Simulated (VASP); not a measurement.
# YN (Fm-3m) in VASP: further runs

The runs below take YN through single point, with PBE.

Everything below comes from runs of VASP 6.6.1. Logs are shortened: lines on timing, memory, paths and dates and some standing lists are left out, and cuts for length are marked.

### Step 1. The cell of the first run

The structure is cubic, space group Fm-3m (No. 225). The conventional cell has a = 4.897 Å, b = 4.897 Å, c = 4.897 Å, α = 90.00°, β = 90.00°, γ = 90.00°. Within 3.2 Å of Y (site symmetry m-3m) lie 6 N at 2.45 Å. Within 3.2 Å of N (site symmetry m-3m) lie 6 Y at 2.45 Å.

### Step 2. Single point, PBE

The input, INCAR:

```
SYSTEM = YN
PREC     = Accurate       ! precision mode
ENCUT    = 600            ! plane-wave cutoff, eV
EDIFF    = 1E-6           ! SCF threshold, eV
ISMEAR   = 0              ! smearing method
SIGMA    = 0.1            ! smearing width, eV
LREAL    = .False.        ! projectors in reciprocal space
LASPH    = .True.         ! aspherical terms in the spheres
NELM     = 120            ! most SCF steps
ALGO     = Normal         ! electronic algorithm
ISIF     = 2              ! what is computed and relaxed
LWAVE    = .False.        ! write WAVECAR
LCHARG   = .False.        ! write CHGCAR
GGA      = PE             ! functional
NBANDS   = 15             ! bands
GGA_COMPAT= .False.
```

The input, KPOINTS:

```
Automatic mesh
0
Gamma
  6 6 6
  0 0 0
```

The input, POSCAR:

```
YN
1.0
    0.0000000000      2.4483614000      2.4483614000
    2.4483614000      0.0000000000      2.4483614000
    2.4483614000      2.4483614000      0.0000000000
Y N
1 1
Direct
    0.0000000000      0.0000000000      0.0000000000
    0.5000000000      0.5000000000      0.5000000000
```

Potentials or basis: VASP PAW PBE potentials, release 64 (Y_sv, N).

On the command line:

```console
> cat potpaw_PBE.64/Y_sv/POTCAR potpaw_PBE.64/N/POTCAR > POTCAR
> mpirun -np 1 vasp_std > vasp.out
```

OUTCAR:

```text
SYSTEM = YN
   PREC = Accurate
   ENCUT = 600
   EDIFF = 1E-6
   ISMEAR = 0
   LREAL = .False.
   LASPH = .True.
   NELM = 120
   ISIF = 2
   GGA = PE

 ion  position               nearest neighbor table
   1  0.000  0.000  0.000-   2 2.45   2 2.45   2 2.45   2 2.45   2 2.45   2 2.45
   2  0.500  0.500  0.500-   1 2.45   1 2.45   1 2.45   1 2.45   1 2.45   1 2.45

  LATTYP: Found a face centered cubic cell.
 ALAT       =     4.8967228000

  Lattice vectors:

 A1 = (   0.0000000000,   2.4483614000,   2.4483614000)
 A2 = (   2.4483614000,   0.0000000000,   2.4483614000)
 A3 = (   2.4483614000,   2.4483614000,   0.0000000000)

Analysis of symmetry for initial positions (statically):
=====================================================================
 Subroutine PRICEL returns:
 Original cell was already a primitive cell.

 Routine SETGRP: Setting up the symmetry group for a
 face centered cubic supercell.

 Subroutine GETGRP returns: Found 48 space group operations
 (whereof 48 operations were pure point group operations)
 out of a pool of 48 trial point group operations.

The static configuration has the point symmetry O_h .

Analysis of symmetry for dynamics (positions and initial velocities):
=====================================================================
 Subroutine PRICEL returns:
 Original cell was already a primitive cell.

 Routine SETGRP: Setting up the symmetry group for a
 face centered cubic supercell.

 Subroutine GETGRP returns: Found 48 space group operations
 (whereof 48 operations were pure point group operations)
 out of a pool of 48 trial point group operations.

The dynamic configuration has the point symmetry O_h .

 Subroutine INISYM returns: Found 48 space group operations
 (whereof 48 operations are pure point group operations),
 and found     1 'primitive' translations

----------------------------------------------------------------------------------------

                                     Primitive cell

  volume of cell :      29.3533

  direct lattice vectors                    reciprocal lattice vectors
     0.000000000  2.448361400  2.448361400    -0.204218217  0.204218217  0.204218217
     2.448361400  0.000000000  2.448361400     0.204218217 -0.204218217  0.204218217
     2.448361400  2.448361400  0.000000000     0.204218217  0.204218217 -0.204218217

  length of vectors
     3.462505897  3.462505897  3.462505897     0.353716328  0.353716328  0.353716328

  position of ions in fractional coordinates (direct lattice)
     0.000000000  0.000000000  0.000000000
     0.500000000  0.500000000  0.500000000

  ion indices of the primitive-cell ions
   primitive index   ion index
                 1           1
                 2           2

----------------------------------------------------------------------------------------

 KPOINTS: Automatic mesh

Automatic generation of k-mesh.
 Grid dimensions read from file:
 generate k-points for:    6    6    6

 Generating k-lattice:

  Cartesian coordinates                     Fractional coordinates (reciprocal lattice)
    -0.034036370  0.034036370  0.034036370     0.166666667  0.000000000  0.000000000
     0.034036370 -0.034036370  0.034036370     0.000000000  0.166666667  0.000000000
     0.034036370  0.034036370 -0.034036370     0.000000000  0.000000000  0.166666667

  Length of vectors
     0.058952721  0.058952721  0.058952721

  Shift w.r.t. Gamma in fractional coordinates (k-lattice)
     0.000000000  0.000000000  0.000000000

 Subroutine IBZKPT returns following result:
 ===========================================

 Found     16 irreducible k-points:

 Following reciprocal coordinates:
            Coordinates               Weight
  0.000000  0.000000  0.000000      1.000000
  0.166667  0.000000  0.000000      8.000000
  0.333333  0.000000  0.000000      8.000000
  0.500000  0.000000  0.000000      4.000000
  0.166667  0.166667  0.000000      6.000000
  0.333333  0.166667  0.000000     24.000000
[... 8 lines left out ...]
 -0.333333  0.333333  0.166667     24.000000
 -0.333333  0.500000  0.166667     12.000000
   k-points           NKPTS =     16   k-points in BZ     NKDIM =     16   number of bands    NBANDS=     15
   number of dos      NEDOS =    301   number of ions     NIONS =      2
   total plane-waves  NPLWV =  21952
   dimension x,y,z NGX =    28 NGY =   28 NGZ =   28
   dimension x,y,z NGXF=    56 NGYF=   56 NGZF=   56
   ions per type =               1   1
   NGX,Y,Z   is equivalent  to a cutoff of  13.44, 13.44, 13.44 a.u.
   NGXF,Y,Z  is equivalent  to a cutoff of  26.89, 26.89, 26.89 a.u.
 SYSTEM =  YN
   PREC   = accura    normal or accurate (medium, high low for compatibility)
   ISTART =      0    job   : 0-new  1-cont  2-samecut
   ICHARG =      2    charge: 1-file 2-atom 10-const
   ISPIN  =      1    spin polarized calculation?
   LNONCOLLINEAR =      F non collinear calculations
   LSORBIT =      F    spin-orbit coupling
   LASPH  =      T    aspherical Exc in radial PAW
   ENCUT  =  600.0 eV  44.10 Ry    6.64 a.u.   6.92  6.92  6.92*2*pi/ulx,y,z
   NELM   =    120;   NELMIN=  2; NELMDL= -5     # of ELM steps
   EDIFF  = 0.1E-05   stopping-criterion for ELM
   LREAL  =      F    real-space projection
   EDIFFG = 0.1E-04   stopping-criterion for IOM
   NSW    =      0    number of steps for IOM
   IBRION =     -1    ionic relax: 0-MD 1-quasi-New 2-CG
   NFREE  =      0    steps in history (QN), initial steepest desc. (CG)
   ISIF   =      2    stress and relaxation
   ISYM   =      2    0-nonsym 1-usesym 2-fastsym
   POTIM  = 0.5000    time-step for ionic-motion
   TEBEG  =    0.0;   TEEND  =   0.0 temperature during run
   PSTRESS=    0.0 pullay stress
   NELECT =      16.0000    total number of electrons
   NUPDOWN=      -1.0000    fix difference up-down
   EMIN   =  10.00;   EMAX   =-10.00  energy-range for DOS
   EFERMI =   0.00;   METHOD = LEGACY
   ISMEAR =     0;   SIGMA  =   0.10  broadening in eV -4-tet -1-fermi 0-gaus
   EFERMI_NEDOS =   21; number of points for ismear=-14 and -15
   IALGO  =     38    algorithm
   IMIX   =      4    mixing-type and parameters
     AMIX     =   0.40;   BMIX     =  1.00
     AMIX_MAG =   1.60;   BMIX_MAG =  1.00
  volume/ion in A,a.u.               =      14.68        99.04
  Fermi-wavevector in a.u.,A,eV,Ry     =   1.337301  2.527133 24.332320  1.788375
  Thomas-Fermi vector in A             =   2.465861
   LORBIT       =      0    0 simple, 1 ext, 2 COOP (PROOUT), +10 PAW based schemes
   GGA     = PE    functional components
   LHFCALC =     F    Hartree Fock is set to
   AEXX    =    0.0000 exact exchange contribution
   IVDW    =     0    specifies the selected vdW correction
   LEPSILON=     F    determine dielectric tensor
   LRPA    =     F    only Hartree local field effects (RPA)
 non-spin polarized calculation
 Gauss-broadening in eV      SIGMA  =   0.10
  energy-cutoff  :      600.00
  volume of cell :       29.35
 maximum number of plane-waves:      1002
   NGX = 13   NGY = 13   NGZ = 13

 number of electron      16.0000002 magnetization

 Free energy of the ion-electron system (eV)
  ---------------------------------------------------
  ext. energy  EPLUGINS =         0.00000000
  ---------------------------------------------------
  free energy    TOTEN  =       -18.22164467 eV

  energy without entropy =      -18.22098208  energy(sigma->0) =      -18.22131338

 E-fermi :   4.2286     XC(G=0): -11.2219

 val. band max:        4.1358514414   @ k =   0.0000   0.0000   0.0000
 cond. band min:       4.3214174809   @ k =   0.5000   0.5000   0.0000
 fundamental gap:      0.1855660395
 Fermi energy:         4.2286342554

 k-point     1 :       0.0000    0.0000    0.0000
  band No.  band energies     occupation
      1     -36.7302      2.00000
      2     -16.3771      2.00000
      3     -16.3771      2.00000
      4     -16.3771      2.00000
      5      -8.7675      2.00000
      6       4.1359      1.81053
      7       4.1359      1.81053
      8       4.1359      1.81053
      9       7.2573      0.00000
     10       7.2573      0.00000
     11       7.2573      0.00000
     12       8.2388      0.00000
     13       9.2245      0.00000
     14       9.2245      0.00000
     15      14.9450      0.00000

 k-point     2 :       0.1667    0.0000    0.0000
  band No.  band energies     occupation
      1     -36.7013      2.00000
      2     -16.6853      2.00000
      3     -16.3981      2.00000
      4     -16.3981      2.00000
      5      -8.3232      2.00000
      6       2.7212      2.00000
      7       3.3497      2.00000
      8       3.3497      2.00000
      9       7.4520      0.00000
     10       7.8954      0.00000
     11       7.8954      0.00000
     12       9.6108      0.00000
     13      10.4818      0.00000
     14      10.4818      0.00000
     15      16.5633      0.00000

 k-point     3 :       0.3333    0.0000    0.0000
  band No.  band energies     occupation
      1     -36.6429      2.00000
      2     -17.2322      2.00000
      3     -16.4394      2.00000
      4     -16.4394      2.00000
      5      -7.4606      2.00000
      6       0.8480      2.00000
      7       2.3026      2.00000
      8       2.3026      2.00000
      9       8.3754      0.00000
     10       9.4071      0.00000
     11       9.4071      0.00000
     12      11.3038      0.00000
     13      12.8123      0.00000
     14      12.8123      0.00000
     15      17.9945      0.00000

 k-point     4 :       0.5000    0.0000    0.0000
  band No.  band energies     occupation
      1     -36.6133      2.00000
      2     -17.4796      2.00000
      3     -16.4598      2.00000
      4     -16.4598      2.00000
      5      -7.0209      2.00000
      6       0.0640      2.00000
      7       1.8994      2.00000
      8       1.8994      2.00000
      9       9.8034      0.00000
     10      10.4686      0.00000
     11      10.4686      0.00000
     12      10.8308      0.00000
     13      14.2496      0.00000
     14      14.2496      0.00000
     15      17.7958      0.00000
[... 163 lines left out ...]
 k-point    14 :       0.5000    0.3333    0.1667
  band No.  band energies     occupation
      1     -36.6048      2.00000
      2     -17.1484      2.00000
      3     -16.7381      2.00000
      4     -16.5594      2.00000
      5      -7.6946      2.00000
      6       1.3528      2.00000
      7       2.4438      2.00000
      8       2.8154      2.00000
      9       6.8853      0.00000
     10      10.1190      0.00000
     11      10.8036      0.00000
     12      11.0117      0.00000
     13      12.8667      0.00000
     14      14.7606      0.00000
     15      17.1457      0.00000

 k-point    15 :      -0.3333    0.3333    0.1667
  band No.  band energies     occupation
      1     -36.5854      2.00000
      2     -17.1651      2.00000
      3     -16.8388      2.00000
      4     -16.6241      2.00000
      5      -7.6489      2.00000
      6       1.4205      2.00000
      7       2.4436      2.00000
      8       2.4711      2.00000
      9       8.3069      0.00000
     10       8.5065      0.00000
     11      11.4044      0.00000
     12      11.8188      0.00000
     13      13.3122      0.00000
     14      16.0325      0.00000
     15      16.4614      0.00000

 k-point    16 :      -0.3333    0.5000    0.1667
  band No.  band energies     occupation
      1     -36.5762      2.00000
      2     -17.0850      2.00000
      3     -16.8291      2.00000
      4     -16.7590      2.00000
      5      -7.9705      2.00000
      6       2.3783      2.00000
      7       2.5585      2.00000
      8       2.7851      2.00000
      9       6.5285      0.00000
     10       9.7738      0.00000
     11      11.3204      0.00000
     12      12.0017      0.00000
     13      12.6283      0.00000
     14      15.8557      0.00000
     15      16.1513      0.00000

------------------------ aborting loop because EDIFF is reached ----------------------------------------

  FORCE on cell =-STRESS in cart. coord.  units (eV):
  Direction    XX          YY          ZZ          XY          YZ          ZX
  --------------------------------------------------------------------------------------
  -------------------------------------------------------------------------------------
  Total        0.1443405      0.1443405      0.1443405      0.0000000      0.0000000      0.0000000
  in kB        7.8784749      7.8784749      7.8784749      0.0000000      0.0000000      0.0000000
  external PRESSURE =       7.8784749 kB  Pullay stress =       0.0000000 kB

 VOLUME and BASIS-vectors are now :
 -----------------------------------------------------------------------------
  energy-cutoff  :      600.00
  volume of cell :       29.35
      direct lattice vectors                 reciprocal lattice vectors
     0.000000000  2.448361400  2.448361400    -0.204218217  0.204218217  0.204218217
     2.448361400  0.000000000  2.448361400     0.204218217 -0.204218217  0.204218217
     2.448361400  2.448361400  0.000000000     0.204218217  0.204218217 -0.204218217

 POSITION                                       TOTAL-FORCE (eV/Angst)
 -----------------------------------------------------------------------------------
      0.00000      0.00000      0.00000         0.000000      0.000000      0.000000
      2.44836      2.44836      2.44836        -0.000000     -0.000000     -0.000000
 -----------------------------------------------------------------------------------
    total drift:                                0.000000      0.000000      0.000000

  FREE ENERGIE OF THE ION-ELECTRON SYSTEM (eV)
  ---------------------------------------------------
  free  energy   TOTEN  =       -18.2216446748 eV

  energy  without entropy=      -18.2209820766  energy(sigma->0) =      -18.22131338
```

Wall time 7.8 s (1 thread of Intel Xeon 6975P-C (Granite Rapids), shared host); peak memory 0.17 GiB.

What came out:

```yaml
Free_energy: -18.2216 eV
Pressure: 0.8 GPa
Band_gap_on_the_k_mesh: 0.19 eV, indirect (least direct gap 0.58 eV)
```

### Step 3. Single point, PBE

This run uses another cell than the first one, of 14.76 Å³/atom, 1.006 times its volume.

The input, INCAR:

```
PREC = Accurate
ENCUT = 600
EDIFF = 1E-6
ISMEAR = 0
SIGMA = 0.01
LREAL = False
LASPH = True
NELM = 120
ALGO = Normal
ISIF = 2
LWAVE = False
LCHARG = False
GGA = PE
NBANDS = 15
GGA_COMPAT = False
```

The input, KPOINTS:

```
Automatic mesh
0
Gamma
  12 12 12
```

The input, POSCAR:

```
YN
1.0
    0.0000000000      2.4528924323      2.4528924323
    2.4528924323      0.0000000000      2.4528924323
    2.4528924323      2.4528924323      0.0000000000
Y N
1 1
Direct
    0.0000000000      0.0000000000      0.0000000000
    0.5000000000      0.5000000000      0.5000000000
```

Potentials or basis: VASP PAW PBE potentials, release 64 (Y_sv, N).

On the command line:

```console
> cat potpaw_PBE.64/Y_sv/POTCAR potpaw_PBE.64/N/POTCAR > POTCAR
> mpirun -np 1 vasp_std > vasp.out
```

It took 19 s on 1 thread of Intel Xeon 6975P-C (Granite Rapids), shared host; peak memory 0.2 GiB.

Results (log left out):

| Property | Result |
| --- | --- |
| Free energy | -18.2307 eV |
| Pressure | -0.2 GPa |
| Band gap on the k mesh | 0.21 eV, indirect (least direct gap 0.60 eV) |

Levels at points of the mesh, in eV from the valence-band top:
| k point | band 4 | band 5 | band 6 | band 7 | band 8 | band 9 | band 10 | band 11 | band 12 | band 13 |
| --- | --- | --- | --- | --- | --- | --- | --- | --- | --- | --- |
| (0.00, 0.00, 0.00) | -20.53 | -12.89 | 0.00 | 0.00 | 0.00 | 3.13 | 3.13 | 3.13 | 4.06 | 5.08 |
| (0.50, 0.00, 0.00) | -20.61 | -11.17 | -4.05 | -2.22 | -2.22 | 5.65 | 6.31 | 6.31 | 6.67 | 10.06 |
| (0.50, 0.50, 0.00) | -20.84 | -12.45 | -1.52 | -0.40 | -0.40 | 0.21 | 6.79 | 7.12 | 7.83 | 7.83 |
